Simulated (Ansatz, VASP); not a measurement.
# Ge in VASP and in Ansatz

```
Ge
1.0
    -1.60773    1.60773    1.87536
     1.60773   -1.60773    1.87536
     1.60773    1.60773   -1.87536
Ge
1
Direct
  0.50000 0.50000 0.00000
```

Alike in both runs: functional PBE; k mesh 24 × 24 × 24; occupations gaussian, width 0.1 eV; no spin polarisation.

Ansatz relaxed the structure, and its values are those at the end. VASP's run is a single point on that final structure, the one shown.

|  | VASP | Ansatz |
| --- | --- | --- |
| version | VASP 6.6.1 | Ansatz 0.2.0 |
| potentials or method | VASP PAW PBE potentials, release 64 (Ge_d), cutoff 520 eV | scalar-relativistic, plane waves, PAW |
| valence electrons in the cell | 14 | 14 |

Ansatz gave:

```
gap on the k mesh at the Fermi level (eV) : none
pressure (GPa)                            : 0.0
```

Which values does VASP return?

gap on the k mesh at the Fermi level (eV): none; pressure (GPa): -0.1.

A gap of «none» marks a metal or a gap that the smearing closes. With one functional, cell and mesh, what is left measures potentials, basis and numerics.
